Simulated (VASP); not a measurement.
The system is CoBr.

```xyz
2
Lattice="3.4980 0.0000 0.0000 -1.7490 3.0293 0.0000 0.0000 0.0000 4.5020" Properties=species:S:1:pos:R:3 pbc="T T T"
Co    0.0000    0.0000    0.0000
Br    0.0000    0.0000    2.2510
```

```yaml
Program: VASP 6.6.1
Task: relaxation of cell and atoms
Functional: PBE
Potentials_or_basis: VASP PAW PBE potentials, release 64 (Co, Br)
Cutoff: 600 eV
k_mesh: 12 × 12 × 10
Occupations: gaussian, width 0.1 eV
Spin: no spin polarisation
```

At the start: pressure -2.9 GPa; volume 23.85 Å³/atom.

**Question.** Where does the relaxation end?

**Answer.** Over 12 steps the energy falls by 21.4 meV/atom and the volume is 21.09 Å³/atom (-11.6 %); space group P6/mmm (No. 191, to 0.1 Å) before and after.

The path:
| step | energy change (eV) | largest force (eV/Å) | pressure (GPa) | volume (Å³) |
| --- | --- | --- | --- | --- |
| 1 | 0.0000 | 0.0000 | -2.94 | 47.71 |
| 2 | -0.0002 | 0.0000 | 2.12 | 44.73 |
| 3 | -0.0204 | 0.0000 | -0.68 | 46.16 |
| 4 | -0.0283 | 0.0000 | -0.59 | 45.27 |
| 5 | -0.0421 | 0.0000 | -0.01 | 42.67 |
| 6 | -0.0426 | 0.0000 | 0.18 | 42.01 |
| 7 | -0.0426 | 0.0000 | 0.22 | 42.09 |
| 8 | -0.0425 | 0.0000 | 0.10 | 42.38 |
| 9 | -0.0426 | 0.0000 | 0.05 | 42.18 |
| 10 | -0.0425 | 0.0000 | -0.27 | 42.37 |
| 11 | -0.0427 | 0.0000 | -0.05 | 42.24 |
| 12 | -0.0427 | 0.0000 | -0.02 | 42.18 |

Final structure:
```yaml
crystal:
  lattice:
    - [3.31242, 0.00000, 0.00000]
    - [-1.65621, 2.86864, 0.00000]
    - [0.00000, 0.00000, 4.43896]
  atoms:
    - { symbol: Co, position: [0.00000, 0.00000, 0.00000] }
    - { symbol: Br, position: [0.00000, 0.00000, 0.50000] }
```

Caveat: the run has no spin polarisation, though such a crystal can be magnetic.
